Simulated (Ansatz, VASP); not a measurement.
**One calculation of Mo, two programs**

INCAR

```
SYSTEM = Mo
PREC = Accurate ; ENCUT = 520
EDIFF = 1E-6 ; ISMEAR = 0
SIGMA = 0.15 ; LREAL = .FALSE.
LASPH = .TRUE. ; NELM = 60
ALGO = Normal ; ISIF = 2
LWAVE = .FALSE. ; LCHARG = .TRUE.
GGA = PE ; LELF = .TRUE.
LVHAR = .TRUE. ; NBANDS = 13
```

File KPOINTS:

```
regular mesh
0
G
  20 20 20
  0 0 0
```

Contents of POSCAR:

```
Mo
1.0
    0.0000000000      2.0150000000      1.8538000000
    2.0150000000      0.0000000000      1.8538000000
    2.0150000000      2.0150000000      0.0000000000
Mo
1
Direct
    0.0000000000      0.0000000000      0.0000000000
```

Input for Ansatz:

```yaml
crystal:
  lattice:
    - [0.0, 2.015, 1.8538]
    - [2.015, 0.0, 1.8538]
    - [2.015, 2.015, 0.0]
  atoms:
    - { symbol: Mo, position: [0.0, 0.0, 0.0] }
basis:
  ecutwfc: 420
kpoints:
  mp_grid: { grid: [20, 20, 20] }
hamiltonian:
  xc: pbe
scf:
  occupations: { method: gaussian, width: 0.15 }
output:
  forces: true
  stress: true
  eigenvalues: true
```

Change from the starting cell: strain +0.000 along x and y, -0.080 along z, atoms carried along.

Alike in both runs: task single point; functional PBE; k mesh 20 × 20 × 20; occupations gaussian, width 0.15 eV; no spin polarisation.

```csv
,VASP,Ansatz
version,VASP 6.6.1,Ansatz 0.2.0
potentials or method,"VASP PAW PBE potentials, release 64 (Mo_sv), cutoff 520 eV","scalar-relativistic, plane waves, PAW"
valence electrons in the cell,14,14
```

Ansatz gave:

* gap on the k mesh at the Fermi level (eV): none
* pressure (GPa): 17.2
* traceless stress, the component that is largest in VASP (GPa): -11.66

Task: Estimate VASP's values.

Result: gap on the k mesh at the Fermi level (eV): none; pressure (GPa): 17.8; traceless stress, the component that is largest in VASP (GPa): -11.65.

A gap of «none» marks a metal or a gap that the smearing closes.
